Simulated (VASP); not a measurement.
Input of a VASP 6.6.1 run:

The input POSCAR:

```
P
1.0
    0.0000000000      2.7391031705      2.7391031705
    2.7391031705      0.0000000000      2.7391031705
    2.7391031705      2.7391031705      0.0000000000
P
2
Direct
    0.1250000000      0.1250000000      0.1250000000
    0.8750000000      0.8750000000      0.8750000000
```

File INCAR.step1:

```
  PREC = Accurate
  ENCUT = 520
  EDIFF = 1E-5
  ISMEAR = -1
  SIGMA = 0.1
  LREAL = F
  LASPH = T
  NELM = 80
  ALGO = Normal
  ISIF = 2
  LWAVE = T
  LCHARG = F
  NBANDS = 12
  GGA = PE
```

INCAR.step2

```
  PREC = Accurate
  ENCUT = 520
  EDIFF = 1E-6
  ISMEAR = -1
  SIGMA = 0.1
  LREAL = F
  LASPH = T
  NELM = 80
  ALGO = Normal
  ISIF = 2
  LWAVE = F
  LCHARG = F
  GGA = PE
  LHFCALC = T
  HFSCREEN = 0.2079
  PRECFOCK = Normal
  NBANDS = 12
  ISTART = 1
```

Contents of KPOINTS:

```
Automatic mesh
0
Gamma
  5 5 5
```

Potentials or basis: VASP PAW PBE potentials, release 64 (P).

Launch:

```sh
$ cat potpaw_PBE.64/P/POTCAR > POTCAR
$ cp INCAR.step1 INCAR
$ mpirun -np 1 vasp_std > vasp.out
$ cp INCAR.step2 INCAR
$ mpirun -np 1 vasp_std > vasp.out
```

Q: Predict the band gap on the k mesh.

A: Zero (band 5 reaches 6.91 eV, above the bottom of band 6 at 5.26 eV).

Q: Estimate the pressure.

A: -2.3 GPa.

Caveat: the k points lie up to 0.40 Å⁻¹ apart; the PAW data sets were made with another functional, which shifts forces and pressure a little.
